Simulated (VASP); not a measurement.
**PbSe: single point with r2SCAN**

PbSe:

```xyz
2
Lattice="-0.1269 3.0545 3.0545 3.0545 -0.1269 3.0545 3.0545 3.0545 -0.1269" Properties=species:S:1:pos:R:3 pbc="T T T"
Pb    0.0000    0.0000    0.0000
Se    2.9910    2.9910    2.9910
```

This cell differs from its parent crystal: epitaxial 111 strain +3.0%.

```json
{
  "Program": "VASP 6.6.1",
  "Task": "single point",
  "Functional": "r2SCAN",
  "Potentials or basis": "VASP PAW PBE potentials, release 64 (Pb_d, Se)",
  "Cutoff": "520 eV",
  "k mesh": "8 × 8 × 8",
  "Occupations": "fermi-dirac, width 0.02 eV",
  "Spin": "non-collinear spin, zero start, spin-orbit coupling",
  "Starting moments": "[[0.0, 0.0, 0.0], [0.0, 0.0, 0.0]] μB"
}
```

- Pressure: -1.5 GPa
- Net moment: 0.00 μB per cell
- Valence electrons inside the program's atomic spheres: Pb 11.81; Se 3.84

Stress tensor (GPa, compression positive):
```
-1.53  0.65  0.65
 0.65 -1.53  0.65
 0.65  0.65 -1.53
```

Moments on the atoms (μB; x, y, z):
```
Pb  0.00 0.00 0.00
Se  0.00 0.00 0.00
```

Wall time 27 min on 1 thread of Intel Xeon 8259CL, on a shared host, peak memory 0.49 GiB.

Caveat: the cell differs from its parent crystal (epitaxial 111 strain +3.0%); the PAW data sets were made with another functional, which shifts forces and pressure a little.
